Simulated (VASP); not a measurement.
A run of VASP 6.6.1 is set up as follows.

File INCAR:

```
SYSTEM = HgTe
ALGO = Normal ; EDIFF = 1E-6
ENCUT = 520 ; GGA = PS
ISIF = 2 ; ISMEAR = -1
LASPH = .TRUE. ; LCHARG = .FALSE.
LREAL = .FALSE. ; LWAVE = .FALSE.
NBANDS = 16 ; NELM = 80
PREC = Accurate ; SIGMA = 0.05
```

KPOINTS

```
k-points
0
G
  7 7 7
  0 0 0
```

The input POSCAR:

```
HgTe
1.0
    0.0000000000      3.1586570750      3.1586570750
    3.1586570750      0.0000000000      3.1586570750
    3.1586570750      3.1586570750      0.0000000000
Hg Te
1 1
Direct
    0.0000000000      0.0000000000      0.0000000000
    0.5000000000      0.5000000000      0.5000000000
```

Potentials or basis: VASP PAW PBE potentials, release 64 (Hg, Te).

Command:

```console
$ cat potpaw_PBE.64/Hg/POTCAR potpaw_PBE.64/Te/POTCAR > POTCAR
$ mpirun -np 1 vasp_std > vasp.out
```

(1) What does it give for the pressure?

(2) Estimate the band gap on the k mesh.

Results:

(1) -6.0 GPa.

(2) zero (band 9 reaches 3.32 eV, above the bottom of band 10 at 1.30 eV).

Caveat: the PAW data sets were made with another functional, which shifts forces and pressure a little; spin-orbit coupling is left out, which moves the levels of the heavy elements.
